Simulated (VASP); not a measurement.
Runs of VASP 6.6.1 on Bi. The structure is that of space group Pm-3m (No. 221), or close to it. The cells are those of the table. 

```csv
task,cell,k mesh for the DOS,occupations for the DOS,gap on the mesh (eV),pressure (GPa)
single point,"a = 2.812 Å, 1 atom",-,-,none,53.7
single point,"a = 3.017 Å, 1 atom",-,-,none,(a)
single point,"a = 2.918 Å, 1 atom",-,-,none,29.6
single point,"a = 3.110 Å, 1 atom",-,-,none,5.9
```

Alike in all rows: level LDA; potentials or basis VASP PAW LDA potentials, release 64 (Bi_d); no spin polarisation; k mesh 12 × 12 × 12; cutoff (eV) 520; smearing fermi-dirac 0.05 eV.

Task: Estimate the missing entries.

Result: (a) 15.0.

Caveats: spin-orbit coupling is left out, which moves the levels of the heavy elements.

A k mesh can miss the band edges, and the runs leave out spin-orbit coupling on Bi.

A gap of «none» marks levels without a gap at the run's occupations.
